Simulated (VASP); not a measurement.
A run of VASP 6.6.1 is set up as follows.

The input POSCAR:

```
CrHS2
1.0
    3.8334107500      0.0000000000      0.0000000000
    0.0000000000      3.8334107500      0.0000000000
    0.0000000000      0.0000000000      7.6953781100
S H Cr
4 2 2
Direct
    0.7500000000      0.2500000000      0.5000000000
    0.2500000000      0.7500000000      0.5000000000
    0.2500000000      0.2500000000      0.1528000000
    0.7500000000      0.7500000000      0.8472000000
    0.2500000000      0.2500000000      0.8048000000
    0.7500000000      0.7500000000      0.1952000000
    0.2500000000      0.2500000000      0.4135000000
    0.7500000000      0.7500000000      0.5865000000
```

File INCAR.step1:

```
SYSTEM = CrHS2
PREC = Accurate
ENCUT = 520
ISMEAR = -1
SIGMA = 0.1
LREAL = .FALSE.
LASPH = .TRUE.
NELM = 150
ISPIN = 2
MAGMOM = 0.03 0.03 -0.11 -0.11 0.71 0.71 1.55 1.55
LMAXMIX = 4
NBANDS = 39
GGA = PE
ALGO = Normal
EDIFF = 1E-4
LWAVE = .TRUE.
LCHARG = .FALSE.
```

Contents of INCAR.step2:

```
SYSTEM = CrHS2
PREC = Accurate
ENCUT = 520
EDIFF = 1E-7
ISMEAR = -1
SIGMA = 0.1
LREAL = .FALSE.
LASPH = .TRUE.
NELM = 150
ALGO = Normal
ISIF = 2
LWAVE = .FALSE.
LCHARG = .TRUE.
ISPIN = 2
MAGMOM = 0.03 0.03 -0.11 -0.11 0.71 0.71 1.55 1.55
LORBIT = 11
LMAXMIX = 4
METAGGA = R2SCAN
LMIXTAU = .TRUE.
LELF = .TRUE.
LVHAR = .TRUE.
NBANDS = 39
ISTART = 1
```

File KPOINTS:

```
Automatic mesh
0
G
  6 6 3
  0 0 0
```

Potentials or basis: VASP PAW PBE potentials, release 64 (S, H, Cr_pv).

Launch:

```console
$ cat potpaw_PBE.64/S/POTCAR potpaw_PBE.64/H/POTCAR potpaw_PBE.64/Cr_pv/POTCAR > POTCAR
$ cp INCAR.step1 INCAR
$ mpirun -np 1 vasp_std > vasp.out
$ cp INCAR.step2 INCAR
$ mpirun -np 1 vasp_std > vasp.out
```

**Question.** Estimate the site moments.

**Answer.** S -0.01, -0.14 (each value once); H +0.31; Cr +1.72 μB.

**Question.** Estimate the net moment.

**Answer.** 4.50 μB per cell.

**Question.** What does it give for the pressure?

**Answer.** 39.8 GPa.

Forces in eV/Å, atoms in the order of the input:
```
S    0.000  0.000  0.000
S    0.000  0.000  0.000
S    0.000  0.000 -0.865
S    0.000  0.000  0.865
H    0.000  0.000  0.195
H    0.000  0.000 -0.195
Cr   0.000  0.000 -4.510
Cr   0.000  0.000  4.510
```

Caveat: the cell stands under pressure; the PAW data sets were made with another functional, which shifts forces and pressure a little; only a ferromagnetic start was run, and an antiferromagnetic order may lie lower in energy.
